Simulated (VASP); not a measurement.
A run of VASP 6.6.1:

File INCAR:

```
  PREC = Accurate
  ENCUT = 600
  EDIFF = 1E-6
  ISMEAR = 0
  SIGMA = 0.01
  LREAL = False
  LASPH = True
  NELM = 120
  ALGO = Normal
  ISIF = 2
  LWAVE = False
  LCHARG = False
  GGA = PE
  NBANDS = 27
  GGA_COMPAT = False
```

File KPOINTS:

```
regular mesh
0
Gamma
  5 5 5
```

POSCAR

```
KTaO3
1.0
    3.9883000000      0.0000000000      0.0000000000
    0.0000000000      3.9883000000      0.0000000000
    0.0000000000      0.0000000000      3.9883000000
K Ta O
1 1 3
Direct
    0.5000000000      0.5000000000      0.5000000000
    0.0000000000      0.0000000000      0.0000000000
    0.5000000000      0.0000000000      0.0000000000
    0.0000000000      0.5000000000      0.0000000000
    0.0000000000      0.0000000000      0.5000000000
```

Potentials or basis: VASP PAW PBE potentials, release 64 (K_sv, Ta_pv, O).

The run is started by

```console
$ cat potpaw_PBE.64/K_sv/POTCAR potpaw_PBE.64/Ta_pv/POTCAR potpaw_PBE.64/O/POTCAR > POTCAR
$ mpirun -np 1 vasp_std > vasp.out
```

Hardware: 1 thread of Intel(R) Xeon(R) Platinum 8559C (Emerald Rapids), on a shared host.

**Question.** Estimate the wall time of this run.

**Answer.** Run time: 18 s on 1 thread of Intel(R) Xeon(R) Platinum 8559C (Emerald Rapids), on a shared host, peak memory 0.18 GiB. Counts: scf iterations 14, k points 10.
